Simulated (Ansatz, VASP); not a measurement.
One calculation of AlN, two programs

```
Al N
1.0
     3.06311    0.00000    0.00000
    -1.53155    2.65273    0.00000
     0.00000    0.00000    4.90274
Al N
2 2
Direct
  0.33012 0.66024 0.00152
  0.66988 0.33976 0.50152
  0.33620 0.67240 0.38348
  0.66380 0.32760 0.88348
```

Change from the starting cell: mode 5 frozen in at -0.017 Å, equal normal strain along x, y and z -0.0083.

Alike in both runs: task single point; functional LDA; k mesh 9 × 9 × 6; occupations gaussian, width 0.05 eV; no spin polarisation.

|  | VASP | Ansatz |
| --- | --- | --- |
| version | VASP 6.6.1 | Ansatz 0.2.0 |
| potentials or method | VASP PAW LDA potentials, release 64 (Al, N), cutoff 520 eV | scalar-relativistic, plane waves, PAW |
| valence electrons in the cell | 16 | 16 |

Ansatz gave:

* gap on the k mesh at the Fermi level (eV): 4.64
* least direct gap on the mesh (eV): 4.64
* pressure (GPa): 5.5
* traceless stress, the component that is largest in VASP (GPa): -0.26
* rms of the force components (eV/Å): 0.044

**Question.** What did VASP give for the same quantities?

**Answer.** gap on the k mesh at the Fermi level (eV): 4.65; least direct gap on the mesh (eV): 4.65; pressure (GPa): 6.2; traceless stress, the component that is largest in VASP (GPa): -0.29; rms of the force components (eV/Å): 0.044.

LDA's correlation is that of Perdew and Zunger in VASP and of Perdew and Wang (1992) in Ansatz. Atom by atom the forces differ by 0.000 eV/Å (rms over components).
